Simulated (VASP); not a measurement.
Write the native input for VASP 6.6.1 that does the following.

* Task: single point
* Functional: PBE
* Potentials or basis: VASP PAW PBE potentials, release 64 (Al)
* Cutoff: 520 eV
* k mesh: 11 × 11 × 11
* Occupations: gaussian, width 0.1 eV
* Spin: no spin polarisation
* Dipole correction: no
* Further INCAR settings: ALGO = Normal; EDIFF = 1e-06; NBANDS = 8

The structure of Al lies in POSCAR:

```
Al
1.0
    0.0000000000      2.0248050000      2.0248050000
    2.0248050000      0.0000000000      2.0248050000
    2.0248050000      2.0248050000      0.0000000000
Al
1
Direct
    0.0000000000      0.0000000000      0.0000000000
```

The input as run:

INCAR

```
SYSTEM = Al
ALGO = Normal ; EDIFF = 1E-6
ENCUT = 520 ; GGA = PE
ISIF = 2 ; ISMEAR = 0
LASPH = .True. ; LCHARG = .False.
LREAL = .False. ; LWAVE = .False.
NBANDS = 8 ; NELM = 60
PREC = Accurate ; SIGMA = 0.1
```

KPOINTS

```
k-points
0
Gamma
  11 11 11
  0 0 0
```

Potentials or basis: VASP PAW PBE potentials, release 64 (Al).

Command:

```console
$ cat potpaw_PBE.64/Al/POTCAR > POTCAR
$ mpirun -np 1 vasp_std > vasp.out
```

Results of the run:

```yaml
Pressure: -0.5 GPa
```

Run time: 6 s on 1 thread of AMD EPYC 7R13 Processor (Zen 3), on a shared host, peak memory 0.1 GiB.
